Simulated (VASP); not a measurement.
## Hf: single point with PBE

Crystal: Hf.

```
CELL_PARAMETERS angstrom
3.02970 0.00000 0.00000
0.00000 3.02970 0.00000
0.00000 0.00000 3.02970
ATOMIC_POSITIONS crystal
Hf 0.00000 0.00000 0.00000
```

This isn't the form of Hf at room conditions, which is hcp.

```yaml
Program: VASP 6.6.1
Task: single point
Functional: PBE
Potentials_or_basis: VASP PAW PBE potentials, release 64 (Hf_pv)
Cutoff: 520 eV
k_mesh: 18 × 18 × 18
Occupations: fermi-dirac, width 0.1 eV
Spin: no spin polarisation
```

```json
{
 "Pressure": "-7.0 GPa",
 "Band gap on the k mesh": "zero (bands 5 and 6 overlap by 1.98 eV)"
}
```

Levels at points of the mesh, in eV from the Fermi level:
| k point | band 2 | band 3 | band 4 | band 5 | band 6 | band 7 | band 8 | band 9 |
| --- | --- | --- | --- | --- | --- | --- | --- | --- |
| (0.00, 0.00, 0.00) | -30.35 | -30.35 | -6.12 | -1.16 | -1.16 | 5.69 | 5.69 | 5.69 |
| (0.50, 0.00, 0.00) | -30.29 | -30.29 | -3.05 | -0.38 | -0.21 | 2.81 | 2.81 | 5.99 |
| (0.50, 0.50, 0.00) | -30.90 | -30.24 | -2.32 | -0.66 | 3.42 | 3.42 | 3.81 | 3.81 |
| (0.50, 0.50, 0.50) | -30.83 | -30.83 | -0.95 | -0.95 | -0.95 | 6.86 | 7.76 | 7.76 |

Run time: 46 s on 1 thread of Intel Xeon 8259CL (shared host), peak memory 0.19 GiB.

Caveat: the cell stands under tension; spin-orbit coupling is left out, which moves the levels of the heavy elements.
